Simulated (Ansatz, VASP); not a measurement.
# MgCdSe2: VASP beside Ansatz

Contents of INCAR:

```
SYSTEM = MgCdSe2
  PREC = Accurate
  ENCUT = 520
  EDIFF = 1E-8
  ISMEAR = 0
  SIGMA = 0.01
  LREAL = .False.
  LASPH = .True.
  NELM = 100
  ALGO = Normal
  ISIF = 2
  LWAVE = .False.
  LCHARG = .False.
  GGA = PE
  LEFG = .True.
  NBANDS = 21
```

Contents of KPOINTS:

```
Automatic mesh
0
Gamma
  12 12 12
  0 0 0
```

The input POSCAR:

```
MgCdSe2
1.0
    1.9914409033      1.1497589416      6.4983513364
   -1.9914409033      1.1497589416      6.4983513364
    0.0000000000     -2.2995178832      6.4983513365
Mg Cd Se
1 1 2
Direct
    0.5000000000      0.5000000000      0.5000000000
    0.0000000000      0.0000000000      0.0000000000
    0.2464985870      0.2464985870      0.2464985870
    0.7535014130      0.7535014130      0.7535014130
```

Input for Ansatz:

```yaml
crystal:
  lattice:
    - [1.9914409033, 1.1497589416, 6.4983513364]
    - [-1.9914409033, 1.1497589416, 6.4983513364]
    - [0.0, -2.2995178832, 6.4983513365]
  atoms:
    - { symbol: Mg, position: [0.5, 0.5, 0.5] }
    - { symbol: Cd, position: [0.0, 0.0, 0.0] }
    - { symbol: Se, position: [0.246498587, 0.246498587, 0.246498587] }
    - { symbol: Se, position: [0.753501413, 0.753501413, 0.753501413] }
basis:
  ecutwfc: 420
kpoints:
  mp_grid: { grid: [12, 12, 12] }
hamiltonian:
  xc: pbe
scf:
  occupations: { method: fixed }
output:
  forces: true
  stress: true
  eigenvalues: true
  efg: {}
checkpoint:
  read: start.run
  write: ck
  compress: false
  write_wavefunctions: false
  write_every: 100000
```

Alike in both runs: task electric field gradients; functional PBE; k mesh 12 × 12 × 12; no spin polarisation.

```csv
,VASP,Ansatz
version,VASP 6.6.1,Ansatz 0.2.0
potentials or method,"VASP PAW PBE potentials, release 64 (Mg, Cd, Se), cutoff 520 eV","scalar-relativistic, plane waves, PAW"
occupations,"gaussian, width 0.01 eV",fixed
valence electrons in the cell,26,62
```

Ansatz gave:

- gap on the k mesh at the Fermi level (eV): 0.59
- least direct gap on the mesh (eV): 0.79
- pressure (GPa): 0.0
- rms of the force components (eV/Å): 0.000
- size of Vzz on the site where it differs most (V/Å²): 0.9

Task: Estimate VASP's values.

Result: gap on the k mesh at the Fermi level (eV): 0.57; least direct gap on the mesh (eV): 0.78; pressure (GPa): 0.1; rms of the force components (eV/Å): 0.016; size of Vzz on the site where it differs most (V/Å²): 0.7.

Atom by atom the forces differ by 0.016 eV/Å (rms over components). VASP's potentials hold 26 valence electrons a cell and Ansatz's 62, so a difference there can come from the potentials and not from the codes.
